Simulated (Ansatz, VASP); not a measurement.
LaS: VASP beside Ansatz

The input INCAR:

```
SYSTEM = LaS
ALGO     = Normal         ! electronic algorithm
EDIFF    = 1E-6           ! SCF threshold, eV
ENCUT    = 520            ! plane-wave cutoff, eV
ISIF     = 2              ! what is computed and relaxed
ISMEAR   = 1              ! smearing method
LASPH    = .True.         ! aspherical terms in the spheres
LCHARG   = .False.        ! write CHGCAR
LREAL    = .False.        ! projectors in reciprocal space
LWAVE    = .False.        ! write WAVECAR
NBANDS   = 16             ! bands
NELM     = 80             ! most SCF steps
PREC     = Accurate       ! precision mode
SIGMA    = 0.01           ! smearing width, eV
```

KPOINTS

```
k-points
0
Gamma
  7 7 7
  0 0 0
```

POSCAR

```
LaS
1.0
    0.0000000000      2.9270000000      2.9270000000
    2.9270000000      0.0000000000      2.9270000000
    2.9270000000      2.9270000000      0.0000000000
La S
1 1
Direct
    0.0000000000      0.0000000000      0.0000000000
    0.5000000000      0.5000000000      0.5000000000
```

Input for Ansatz:

```yaml
crystal:
  lattice:
    - [0.0, 2.927, 2.927]
    - [2.927, 0.0, 2.927]
    - [2.927, 2.927, 0.0]
  atoms:
    - { symbol: La, position: [0.0, 0.0, 0.0] }
    - { symbol: S, position: [0.5, 0.5, 0.5] }
accuracy: medium
basis:
  ecutwfc: 530.0
kpoints:
  mp_grid:
    grid: [7, 7, 7]
hamiltonian:
  xc: lda
scf:
  algorithm: density_mixing
  convergence:
    dr2_threshold: 1.0e-05
  occupations:
    method: cold
    width: 0.01
output:
  stress: true
```

Alike in both runs: task single point; functional LDA; k mesh 7 × 7 × 7; no spin polarisation.

|  | VASP | Ansatz |
| --- | --- | --- |
| version | VASP 6.6.1 | Ansatz 0.2.0 |
| potentials or method | VASP PAW LDA potentials, release 64 (La, S), cutoff 520 eV | plane waves, PAW |
| occupations | methfessel-paxton of order 1, width 0.01 eV | cold, width 0.01 eV |
| valence electrons in the cell | 17 | 17 |

```csv
,VASP,Ansatz,Ansatz less VASP
pressure (GPa),-3.8,-3.8,+0.04
```

LDA's correlation is that of Perdew and Zunger in VASP and of Perdew and Wang (1992) in Ansatz. Ansatz's warnings: stress scf threshold loose.

Neither program's run includes spin-orbit coupling.
